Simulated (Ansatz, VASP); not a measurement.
## Two plane-wave programs on AlNi

```
CELL_PARAMETERS angstrom
2.88100 0.00000 0.00000
0.00000 2.88100 0.00000
0.00000 0.00000 2.88100
ATOMIC_POSITIONS crystal
Ni 0.50000 0.50000 0.50000
Al 0.00000 0.00000 0.00000
```

Alike in both runs: task single point; functional PBEsol; k mesh 9 × 9 × 9; occupations fermi-dirac, width 0.05 eV; collinear spin.

|  | VASP | Ansatz |
| --- | --- | --- |
| version | VASP 6.6.1 | Ansatz 0.2.0 |
| potentials or method | VASP PAW PBE potentials, release 64 (Ni, Al) | Ansatz PAW |
| plane-wave cutoff (eV) | 520 | 420 |
| valence electrons in the cell | 13 | 21 |

```csv
,VASP,Ansatz,Ansatz less VASP
gap on the k mesh at the Fermi level (eV),none,none,-
pressure (GPa),-3.2,-3.4,-0.12
net moment per atom (μB),0.00,0.00,0.000
```

VASP's potentials were made for PBE, not for PBEsol. A gap of «none» marks a metal or a gap that the smearing closes. The functional is the same, so the differences come from potentials, cutoffs and numerics. VASP's potentials hold 13 valence electrons a cell and Ansatz's 21, so a difference there can come from the potentials and not from the codes.
